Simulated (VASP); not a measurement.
# In (Fm-3m) in VASP: notebook

The runs below take In through single point, with r2SCAN.

Everything below comes from runs of VASP 6.6.1. Logs are shortened: lines on timing, memory, paths and dates and some standing lists are left out, and cuts for length are marked.

**1. The cell of the first run**

Symmetry: Fm-3m, No. 225, cubic system. Conventional cell: a = 4.659 Å, b = 4.659 Å, c = 4.659 Å, α = 90.00°, β = 90.00°, γ = 90.00°. Within 4.3 Å of In (site symmetry m-3m) lie 12 In at 3.29 Å.

**2. Single point, r2SCAN**

Contents of POSCAR:

```
In
1.0
    0.0000000000      2.3296172490      2.3296172490
    2.3296172490      0.0000000000      2.3296172490
    2.3296172490      2.3296172490      0.0000000000
In
1
Direct
    0.0000000000      0.0000000000      0.0000000000
```

Contents of INCAR.step1:

```
PREC = Accurate ; ENCUT = 520
ISMEAR = -1 ; SIGMA = 0.1
LREAL = F ; LASPH = T
NELM = 80 ; NBANDS = 12
GGA = PE ; ALGO = Normal
EDIFF = 1E-4 ; LWAVE = T
LCHARG = F
```

Contents of INCAR.step2:

```
PREC = Accurate ; ENCUT = 520
EDIFF = 1E-6 ; ISMEAR = -1
SIGMA = 0.1 ; LREAL = F
LASPH = T ; NELM = 80
ALGO = Normal ; ISIF = 2
LWAVE = F ; LCHARG = F
METAGGA = R2SCAN ; LMIXTAU = T
NBANDS = 12 ; ISTART = 1
```

Contents of KPOINTS:

```
regular mesh
0
Gamma
  12 12 12
```

Potentials or basis: VASP PAW PBE potentials, release 64 (In_d).

Started as:

```console
cat potpaw_PBE.64/In_d/POTCAR > POTCAR
cp INCAR.step1 INCAR
mpirun -np 1 vasp_std > vasp.out
cp INCAR.step2 INCAR
mpirun -np 1 vasp_std > vasp.out
```

OUTCAR:

```text
PREC = Accurate
   ENCUT = 520
   EDIFF = 1E-6
   ISMEAR = -1
   LREAL = F
   LASPH = T
   NELM = 80
   ISIF = 2
   METAGGA = R2SCAN
   ISTART = 1

 ion  position               nearest neighbor table
   1  0.000  0.000  0.000-

  LATTYP: Found a face centered cubic cell.
 ALAT       =     4.6592344980

  Lattice vectors:

 A1 = (   0.0000000000,   2.3296172490,   2.3296172490)
 A2 = (   2.3296172490,   0.0000000000,   2.3296172490)
 A3 = (   2.3296172490,   2.3296172490,   0.0000000000)

Analysis of symmetry for initial positions (statically):
=====================================================================
 Subroutine PRICEL returns:
 Original cell was already a primitive cell.

 Routine SETGRP: Setting up the symmetry group for a
 face centered cubic supercell.

 Subroutine GETGRP returns: Found 48 space group operations
 (whereof 48 operations were pure point group operations)
 out of a pool of 48 trial point group operations.

The static configuration has the point symmetry O_h .

Analysis of symmetry for dynamics (positions and initial velocities):
=====================================================================
 Subroutine PRICEL returns:
 Original cell was already a primitive cell.

 Routine SETGRP: Setting up the symmetry group for a
 face centered cubic supercell.

 Subroutine GETGRP returns: Found 48 space group operations
 (whereof 48 operations were pure point group operations)
 out of a pool of 48 trial point group operations.

The dynamic configuration has the point symmetry O_h .

 Subroutine INISYM returns: Found 48 space group operations
 (whereof 48 operations are pure point group operations),
 and found     1 'primitive' translations

----------------------------------------------------------------------------------------

                                     Primitive cell

  volume of cell :      25.2862

  direct lattice vectors                    reciprocal lattice vectors
     0.000000000  2.329617249  2.329617249    -0.214627532  0.214627532  0.214627532
     2.329617249  0.000000000  2.329617249     0.214627532 -0.214627532  0.214627532
     2.329617249  2.329617249  0.000000000     0.214627532  0.214627532 -0.214627532

  length of vectors
     3.294576309  3.294576309  3.294576309     0.371745790  0.371745790  0.371745790

  position of ions in fractional coordinates (direct lattice)
     0.000000000  0.000000000  0.000000000

  ion indices of the primitive-cell ions
   primitive index   ion index
                 1           1

----------------------------------------------------------------------------------------

 KPOINTS: regular mesh

Automatic generation of k-mesh.
 Grid dimensions read from file:
 generate k-points for:   12   12   12

 Generating k-lattice:

  Cartesian coordinates                     Fractional coordinates (reciprocal lattice)
    -0.017885628  0.017885628  0.017885628     0.083333333  0.000000000  0.000000000
     0.017885628 -0.017885628  0.017885628     0.000000000  0.083333333  0.000000000
     0.017885628  0.017885628 -0.017885628     0.000000000  0.000000000  0.083333333

  Length of vectors
     0.030978816  0.030978816  0.030978816

  Shift w.r.t. Gamma in fractional coordinates (k-lattice)
     0.000000000  0.000000000  0.000000000

 Subroutine IBZKPT returns following result:
 ===========================================

 Found     72 irreducible k-points:

 Following reciprocal coordinates:
            Coordinates               Weight
  0.000000  0.000000  0.000000      1.000000
  0.083333  0.000000  0.000000      8.000000
  0.166667  0.000000  0.000000      8.000000
  0.250000  0.000000  0.000000      8.000000
  0.333333  0.000000  0.000000      8.000000
  0.416667  0.000000  0.000000      8.000000
[... 16 lines left out ...]
  0.500000  0.166667  0.000000     24.000000
 -0.416667  0.166667  0.000000     24.000000
 [... further k-points ...]
   k-points           NKPTS =     72   k-points in BZ     NKDIM =     72   number of bands    NBANDS=     12
   number of dos      NEDOS =    301   number of ions     NIONS =      1
   total plane-waves  NPLWV =  21952
   dimension x,y,z NGX =    28 NGY =   28 NGZ =   28
   dimension x,y,z NGXF=    56 NGYF=   56 NGZF=   56
   ions per type =               1
   NGX,Y,Z   is equivalent  to a cutoff of  14.13, 14.13, 14.13 a.u.
   NGXF,Y,Z  is equivalent  to a cutoff of  28.26, 28.26, 28.26 a.u.
 SYSTEM =  unknown system
   PREC   = accura    normal or accurate (medium, high low for compatibility)
   ISTART =      1    job   : 0-new  1-cont  2-samecut
   ICHARG =      0    charge: 1-file 2-atom 10-const
   ISPIN  =      1    spin polarized calculation?
   LNONCOLLINEAR =      F non collinear calculations
   LSORBIT =      F    spin-orbit coupling
   LASPH  =      T    aspherical Exc in radial PAW
   ENCUT  =  520.0 eV  38.22 Ry    6.18 a.u.   6.13  6.13  6.13*2*pi/ulx,y,z
   NELM   =     80;   NELMIN=  2; NELMDL=  0     # of ELM steps
   EDIFF  = 0.1E-05   stopping-criterion for ELM
   LREAL  =      F    real-space projection
[... 7 lines left out ...]
   TEBEG  =    0.0;   TEEND  =   0.0 temperature during run
   PSTRESS=    0.0 pullay stress
   NELECT =      13.0000    total number of electrons
   NUPDOWN=      -1.0000    fix difference up-down
   EMIN   =  10.00;   EMAX   =-10.00  energy-range for DOS
   EFERMI =   0.00;   METHOD = LEGACY
   ISMEAR =    -1;   SIGMA  =   0.10  broadening in eV -4-tet -1-fermi 0-gaus
   EFERMI_NEDOS =   21; number of points for ismear=-14 and -15
   IALGO  =     38    algorithm
   IMIX   =      4    mixing-type and parameters
     AMIX     =   0.40;   BMIX     =  1.00
     AMIX_MAG =   1.60;   BMIX_MAG =  1.00
  volume/ion in A,a.u.               =      25.29       170.64
  Fermi-wavevector in a.u.,A,eV,Ry     =   1.311479  2.478336 23.401714  1.719977
  Thomas-Fermi vector in A             =   2.441938
   LORBIT       =      0    0 simple, 1 ext, 2 COOP (PROOUT), +10 PAW based schemes
   METAGGA = R2SCAN    functional components
   LHFCALC =     F    Hartree Fock is set to
   AEXX    =    0.0000 exact exchange contribution
   IVDW    =     0    specifies the selected vdW correction
   LEPSILON=     F    determine dielectric tensor
   LRPA    =     F    only Hartree local field effects (RPA)
 non-spin polarized calculation
  energy-cutoff  :      520.00
  volume of cell :       25.29
 maximum number of plane-waves:       701
 NGX is ok and might be reduce to    28
   NGX = 13   NGY = 13   NGZ = 13

 number of electron      13.0000001 magnetization

 Free energy of the ion-electron system (eV)
  ---------------------------------------------------
  ext. energy  EPLUGINS =         0.00000000
  ---------------------------------------------------
  free energy    TOTEN  =       -22.57379533 eV

  energy without entropy =      -22.55867466  energy(sigma->0) =      -22.56623500

 E-fermi :   7.8627     XC(G=0): -11.2641

 val. band max:        7.7793380568   @ k =  -0.3333   0.0833   0.0000
 cond. band min:       7.8911551359   @ k =  -0.2500   0.4167   0.1667
 fundamental gap:      0.1118170791
 Fermi energy:         7.8627384984

 k-point     1 :       0.0000    0.0000    0.0000
  band No.  band energies     occupation
      1      -7.3902      2.00000
      2      -7.3902      2.00000
      3      -7.3902      2.00000
      4      -7.1927      2.00000
      5      -7.1927      2.00000
      6      -2.4092      2.00000
      7      19.4179      0.00000
      8      19.4179      0.00000
      9      19.4179      0.00000
     10      20.0681      0.00000
     11      22.7583      0.00000
     12      22.7583      0.00000

 k-point     2 :       0.0833    0.0000    0.0000
  band No.  band energies     occupation
      1      -7.3932      2.00000
      2      -7.3766      2.00000
      3      -7.3766      2.00000
      4      -7.1942      2.00000
      5      -7.1942      2.00000
      6      -2.2445      2.00000
      7      17.3999      0.00000
      8      19.1047      0.00000
      9      19.1047      0.00000
     10      19.9334      0.00000
     11      23.2881      0.00000
     12      23.2881      0.00000

 k-point     3 :       0.1667    0.0000    0.0000
  band No.  band energies     occupation
      1      -7.4042      2.00000
      2      -7.3498      2.00000
      3      -7.3498      2.00000
      4      -7.1877      2.00000
      5      -7.1877      2.00000
      6      -1.7449      2.00000
      7      14.3010      0.00000
      8      18.4926      0.00000
      9      18.4926      0.00000
     10      19.8885      0.00000
     11      24.0762      0.00000
     12      24.2831      0.00000

 k-point     4 :       0.2500    0.0000    0.0000
  band No.  band energies     occupation
      1      -7.4252      2.00000
      2      -7.3424      2.00000
      3      -7.3424      2.00000
      4      -7.1485      2.00000
      5      -7.1485      2.00000
      6      -0.8996      2.00000
      7      11.2893      0.00000
      8      17.9016      0.00000
      9      17.9016      0.00000
     10      19.8163      0.00000
     11      23.0181      0.00000
     12      23.0200      0.00000

 k-point     5 :       0.3333    0.0000    0.0000
  band No.  band energies     occupation
      1      -7.4518      2.00000
      2      -7.3573      2.00000
      3      -7.3573      2.00000
      4      -7.0857      2.00000
      5      -7.0857      2.00000
      6       0.2961      2.00000
      7       8.5047      0.00325
      8      17.4376      0.00000
      9      17.4376      0.00000
     10      19.7065      0.00000
     11      22.0454      0.00000
     12      22.0454      0.00000
[... 228 lines left out ...]
      1      -7.4799      2.00000
      2      -7.3374      2.00000
      3      -7.2556      2.00000
      4      -7.1966      2.00000
      5      -7.0667      2.00000
      6       0.0554      2.00000
      7      10.8275      0.00000
      8      14.9943      0.00000
      9      15.5483      0.00000
     10      17.7316      0.00000
     11      21.1431      0.00000
     12      25.8815      0.00000

 k-point    22 :       0.4167    0.1667    0.0000
  band No.  band energies     occupation
      1      -7.4762      2.00000
      2      -7.3554      2.00000
      3      -7.2724      2.00000
      4      -7.1589      2.00000
      5      -7.0202      2.00000
      6       1.3625      2.00000
      7       8.1795      0.08081
      8      14.4095      0.00000
      9      14.8688      0.00000
     10      17.5370      0.00000
     11      23.3298      0.00000
     12      24.8176      0.00000

 k-point    23 :       0.5000    0.1667    0.0000
  band No.  band energies     occupation
      1      -7.4661      2.00000
      2      -7.3643      2.00000
      3      -7.2896      2.00000
      4      -7.1244      2.00000
      5      -7.0076      2.00000
      6       2.9775      2.00000
      7       5.8397      2.00000
      8      13.4709      0.00000
      9      15.1016      0.00000
     10      17.6431      0.00000
     11      23.9989      0.00000
     12      24.3188      0.00000

 k-point    24 :      -0.4167    0.1667    0.0000
  band No.  band energies     occupation
      1      -7.4457      2.00000
      2      -7.3701      2.00000
      3      -7.2982      2.00000
      4      -7.0987      2.00000
      5      -7.0372      2.00000
      6       3.5327      2.00000
      7       5.1899      2.00000
      8      12.8200      0.00000
      9      15.6950      0.00000
     10      18.0201      0.00000
     11      23.4331      0.00000
     12      23.7937      0.00000

 [... further k-points ...]

------------------------ aborting loop because EDIFF is reached ----------------------------------------

  FORCE on cell =-STRESS in cart. coord.  units (eV):
  Direction    XX          YY          ZZ          XY          YZ          ZX
  --------------------------------------------------------------------------------------
  -------------------------------------------------------------------------------------
  Total        0.2717332      0.2717332      0.2717332     -0.0000000     -0.0000000      0.0000000
  in kB       17.2174805     17.2174805     17.2174805     -0.0000000     -0.0000000      0.0000000
  external PRESSURE =      17.2174805 kB  Pullay stress =       0.0000000 kB

 VOLUME and BASIS-vectors are now :
 -----------------------------------------------------------------------------
  energy-cutoff  :      520.00
  volume of cell :       25.29
      direct lattice vectors                 reciprocal lattice vectors
     0.000000000  2.329617249  2.329617249    -0.214627532  0.214627532  0.214627532
     2.329617249  0.000000000  2.329617249     0.214627532 -0.214627532  0.214627532
     2.329617249  2.329617249  0.000000000     0.214627532  0.214627532 -0.214627532

 POSITION                                       TOTAL-FORCE (eV/Angst)
 -----------------------------------------------------------------------------------
      0.00000      0.00000      0.00000        -0.000000      0.000000     -0.000000
 -----------------------------------------------------------------------------------
    total drift:                               -0.000000     -0.000000      0.000000

  FREE ENERGIE OF THE ION-ELECTRON SYSTEM (eV)
  ---------------------------------------------------
  free  energy   TOTEN  =       -22.5737953320 eV

  energy  without entropy=      -22.5586746645  energy(sigma->0) =      -22.56623500
```

It took 2.6 min on 1 thread of AMD EPYC 7R43 (Zen 3), shared host; peak memory 0.13 GiB.

What came out:

- Free energy: -22.5738 eV
- Pressure: 1.7 GPa

Levels at points of the mesh, in eV from the Fermi level:
```
           k point  band 4  band 5  band 6  band 7  band 8  band 9
(0.00, 0.00, 0.00)  -15.06  -15.06  -10.27   11.56   11.56   11.56
(0.50, 0.00, 0.00)  -14.88  -14.88   -4.48   -3.73    9.18    9.18
(0.50, 0.50, 0.00)  -14.83  -14.83   -2.55   -1.94    4.35    4.35
```

Caveat: the PAW data sets were made with another functional, which shifts forces and pressure a little; spin-orbit coupling is left out, which moves the levels of the heavy elements.

**3. Single point, r2SCAN**

This run uses another cell than the first one, of 26.11 Å³/atom, 1.033 times its volume.

Contents of POSCAR:

```
In
1.0
    0.0000000000      2.3546688177      2.3546688177
    2.3546688177      0.0000000000      2.3546688177
    2.3546688177      2.3546688177      0.0000000000
In
1
Direct
    0.0000000000      0.0000000000      0.0000000000
```

Contents of INCAR.step1:

```
PREC = Accurate
ENCUT = 520
ISMEAR = -1
SIGMA = 0.1
LREAL = False
LASPH = True
NELM = 60
NBANDS = 12
GGA = PE
ALGO = Normal
EDIFF = 1E-4
LWAVE = True
LCHARG = False
```

Contents of INCAR.step2:

```
PREC = Accurate
ENCUT = 520
EDIFF = 1E-7
ISMEAR = -1
SIGMA = 0.1
LREAL = False
LASPH = True
NELM = 60
ALGO = Normal
ISIF = 2
LWAVE = False
LCHARG = True
METAGGA = R2SCAN
LMIXTAU = True
LELF = True
LVHAR = True
NBANDS = 12
ISTART = 1
```

KPOINTS is that of step 2.

Potentials or basis: VASP PAW PBE potentials, release 64 (In_d).

Started as:

```console
cat potpaw_PBE.64/In_d/POTCAR > POTCAR
cp INCAR.step1 INCAR
mpirun -np 1 vasp_std > vasp.out
cp INCAR.step2 INCAR
mpirun -np 1 vasp_std > vasp.out
```

OUTCAR:

```text
PREC = Accurate
   ENCUT = 520
   EDIFF = 1E-7
   ISMEAR = -1
   LREAL = False
   LASPH = True
   NELM = 60
   ISIF = 2
   METAGGA = R2SCAN
   ISTART = 1

 ion  position               nearest neighbor table
   1  0.000  0.000  0.000-

  LATTYP: Found a face centered cubic cell.
 ALAT       =     4.7093376354

  Lattice vectors:

 A1 = (   0.0000000000,   2.3546688177,   2.3546688177)
 A2 = (   2.3546688177,   0.0000000000,   2.3546688177)
[... 538 lines left out ...]
     11      22.7780      0.00000
     12      23.1248      0.00000

 [... further k-points ...]

------------------------ aborting loop because EDIFF is reached ----------------------------------------

  FORCE on cell =-STRESS in cart. coord.  units (eV):
  Direction    XX          YY          ZZ          XY          YZ          ZX
  --------------------------------------------------------------------------------------
  -------------------------------------------------------------------------------------
  Total        0.0340790      0.0340790      0.0340790     -0.0000000      0.0000000     -0.0000000
  in kB        2.0911146      2.0911146      2.0911146     -0.0000000      0.0000000     -0.0000000
  external PRESSURE =       2.0911146 kB  Pullay stress =       0.0000000 kB

 VOLUME and BASIS-vectors are now :
 -----------------------------------------------------------------------------
  energy-cutoff  :      520.00
  volume of cell :       26.11
      direct lattice vectors                 reciprocal lattice vectors
     0.000000000  2.354668818  2.354668818    -0.212344087  0.212344087  0.212344087
     2.354668818  0.000000000  2.354668818     0.212344087 -0.212344087  0.212344087
     2.354668818  2.354668818  0.000000000     0.212344087  0.212344087 -0.212344087

 POSITION                                       TOTAL-FORCE (eV/Angst)
 -----------------------------------------------------------------------------------
      0.00000      0.00000      0.00000        -0.000000      0.000000     -0.000000
 -----------------------------------------------------------------------------------
    total drift:                               -0.000000     -0.000000     -0.000000

  FREE ENERGIE OF THE ION-ELECTRON SYSTEM (eV)
  ---------------------------------------------------
  free  energy   TOTEN  =       -22.5791045125 eV

  energy  without entropy=      -22.5637027229  energy(sigma->0) =      -22.57140362
```

OUTCAR.step1:

```text
PREC = Accurate
   ENCUT = 520
   ISMEAR = -1
   LREAL = False
   LASPH = True
   NELM = 60
[... 575 lines left out ...]
 POSITION                                       TOTAL-FORCE (eV/Angst)
 -----------------------------------------------------------------------------------
      0.00000      0.00000      0.00000        -0.000000      0.000000     -0.000000
 -----------------------------------------------------------------------------------
    total drift:                               -0.000000     -0.000000     -0.000000

  FREE ENERGIE OF THE ION-ELECTRON SYSTEM (eV)
  ---------------------------------------------------
  free  energy   TOTEN  =        -2.5581763567 eV

  energy  without entropy=       -2.5419503813  energy(sigma->0) =       -2.55006337
```

It took 3.2 min on 1 thread of AMD EPYC 7R43 (Zen 3), shared host; peak memory 0.14 GiB.

What came out:

- Free energy: -22.5791 eV
- Pressure: 0.2 GPa

Levels at points of the mesh, in eV from the Fermi level:
```
           k point  band 3  band 4  band 5  band 6  band 7  band 8  band 9  band 10
(0.00, 0.00, 0.00)  -15.22  -15.04  -15.04  -10.04   11.24   11.24   11.24    12.15
(0.50, 0.00, 0.00)  -15.21  -14.87  -14.87   -4.47   -3.58    8.93    8.93    11.62
(0.50, 0.50, 0.00)  -14.88  -14.83  -14.83   -2.44   -2.02    4.27    4.27     7.83
```

Caveat: the PAW data sets were made with another functional, which shifts forces and pressure a little; spin-orbit coupling is left out, which moves the levels of the heavy elements.
